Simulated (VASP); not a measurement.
A run of VASP 6.6.1:

File INCAR:

```
SYSTEM = Eu
PREC     = Accurate       ! precision mode
ENCUT    = 520            ! plane-wave cutoff, eV
EDIFF    = 1E-7           ! SCF threshold, eV
ISMEAR   = -1             ! smearing method
SIGMA    = 0.05           ! smearing width, eV
LREAL    = .FALSE.        ! projectors in reciprocal space
LASPH    = .TRUE.         ! aspherical terms in the spheres
NELM     = 150            ! most SCF steps
ALGO     = Normal         ! electronic algorithm
ISIF     = 2              ! what is computed and relaxed
LWAVE    = .FALSE.        ! write WAVECAR
LCHARG   = .FALSE.        ! write CHGCAR
ISPIN    = 2              ! spin polarisation
MAGMOM   = 6.888 -6.888   ! initial moments
LORBIT   = 11             ! projections on sites
LMAXMIX  = 6              ! l up to which the mixer works
GGA      = PE             ! functional
NBANDS   = 28             ! bands
```

The input KPOINTS:

```
regular mesh
0
G
  10 10 10
  0 0 0
```

The input POSCAR:

```
Eu
1.0
    4.4024365267      0.0000000000      0.0000000000
    0.0000000000      4.4024365267      0.0000000000
    0.0000000000      0.0000000000      4.4024365267
Eu
2
Direct
    0.0000000000      0.0000000000      0.0000000000
    0.5000000000      0.5000000000      0.5000000000
```

Potentials or basis: VASP PAW PBE potentials, release 64 (Eu).

The run is started by

```sh
$ cat potpaw_PBE.64/Eu/POTCAR > POTCAR
$ mpirun -np 1 vasp_std > vasp.out
```

Hardware: 1 thread of Intel(R) Xeon(R) Platinum 8488C (Sapphire Rapids), on a shared host.

Problem. How long does it take, and how much memory?

Solution. Run time: 7.8 min on 1 thread of Intel(R) Xeon(R) Platinum 8488C (Sapphire Rapids), with other jobs on the host, peak memory 0.37 GiB. Counts: scf iterations 21, k points 56.
